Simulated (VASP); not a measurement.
Crystal: Fe.

```
Fe
1.0
    -1.44300    1.44300    1.44300
     1.44300   -1.44300    1.44300
     1.44300    1.44300   -1.44300
Fe
1
Cartesian
  0.0000 0.0000 0.0000
```

| Quantity | Value |
| --- | --- |
| Program | VASP 6.6.1 |
| Task | relaxation of cell and atoms |
| Functional | PBEsol |
| Potentials or basis | VASP PAW PBE potentials, release 64 (Fe) |
| Cutoff | 600 eV |
| k mesh | 11 × 11 × 11 |
| Occupations | fermi-dirac, width 0.05 eV |
| Spin | collinear spin, ferromagnetic start |
| Starting moments | [3.5] μB |

At the start: pressure -17.8 GPa; volume 12.02 Å³/atom.

Problem. How do energy, volume and symmetry change on relaxing?

Solution. Over 4 steps the energy falls by 68.0 meV/atom and the volume is 10.92 Å³/atom (-9.1 %); space group Im-3m (No. 229, to 0.1 Å) before and after; moment 2.21 μB per cell.

Step by step:
| step | energy change (eV) | largest force (eV/Å) | pressure (GPa) | volume (Å³) |
| --- | --- | --- | --- | --- |
| 1 | 0.0000 | 0.0000 | -17.85 | 12.02 |
| 2 | 0.0082 | 0.0000 | 25.01 | 9.84 |
| 3 | -0.0680 | 0.0000 | 0.40 | 10.90 |
| 4 | -0.0680 | 0.0000 | -0.05 | 10.92 |

Final structure:
```
Fe
1.0
    -1.39780    1.39780    1.39780
     1.39780   -1.39780    1.39780
     1.39780    1.39780   -1.39780
Fe
1
Direct
  0.00000 0.00000 0.00000
```

Caveat: the PAW data sets were made with another functional, which shifts forces and pressure a little.
